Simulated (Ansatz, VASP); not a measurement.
# Sr in VASP and in Ansatz

```
Sr
1.0
     3.77546    0.00000    0.00000
     0.00000    3.77546    0.00000
     0.00000    0.00000    3.77546
Sr
1
Direct
  0.00000 0.00000 0.00000
```

Alike in both runs: task single point; functional PBEsol; k mesh 10 × 10 × 10; occupations fermi-dirac, width 0.1 eV; no spin polarisation.

|  | VASP | Ansatz |
| --- | --- | --- |
| version | VASP 6.6.1 | Ansatz 0.2.0 |
| potentials or method | VASP PAW PBE potentials, release 64 (Sr_sv), cutoff 520 eV | plane waves (420 eV) with PAW, scalar-relativistic |
| valence electrons in the cell | 10 | 10 |

|  | VASP | Ansatz | Ansatz less VASP |
| --- | --- | --- | --- |
| pressure (GPa) | 0.0 | 0.0 | -0.01 |

VASP's potentials were made for PBE, not for PBEsol, and Ansatz warns of the same on its side.
